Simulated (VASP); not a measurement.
Set up this calculation in VASP 6.6.1, as the native input.

```yaml
Task: single point
Functional: PBEsol
Potentials_or_basis: VASP PAW PBE potentials, release 64 (Sc_sv, Zn)
Cutoff: 520 eV
k_mesh: 11 × 11 × 11
Occupations: fermi-dirac, width 0.05 eV
Spin: no spin polarisation
Dipole_correction: no
Further_INCAR_settings: ALGO = Normal; EDIFF = 1e-07; NBANDS = 18
```

The structure of ScZn lies in POSCAR:

```
ScZn
1.0
    2.5671365985      0.0000000000      0.0000000000
    0.0000000000      2.5671365985      0.0000000000
    0.0000000000      0.0000000000      2.5671365985
Sc Zn
1 1
Direct
    0.0000000000      0.0000000000      0.0000000000
    0.5000000000      0.5000000000      0.5000000000
```

These files were run (other wordings do the same):

INCAR

```
SYSTEM = ScZn
PREC = Accurate
ENCUT = 520
EDIFF = 1E-7
ISMEAR = -1
SIGMA = 0.05
LREAL = .False.
LASPH = .True.
NELM = 100
ALGO = Normal
ISIF = 2
LWAVE = .False.
LCHARG = .False.
GGA = PS
NBANDS = 18
```

KPOINTS

```
Automatic mesh
0
Gamma
  11 11 11
  0 0 0
```

Potentials or basis: VASP PAW PBE potentials, release 64 (Sc_sv, Zn).

Run with:

```console
$ cat potpaw_PBE.64/Sc_sv/POTCAR potpaw_PBE.64/Zn/POTCAR > POTCAR
$ mpirun -np 1 vasp_std > vasp.out
```

Results of the run:

```yaml
Pressure: 277.7 GPa
```

Caveat: the PAW data sets were made with another functional, which shifts forces and pressure a little.

Wall time 12 s on 1 thread of AMD EPYC 7R13 Processor (Zen 3), with other jobs on the host, peak memory 0.11 GiB.
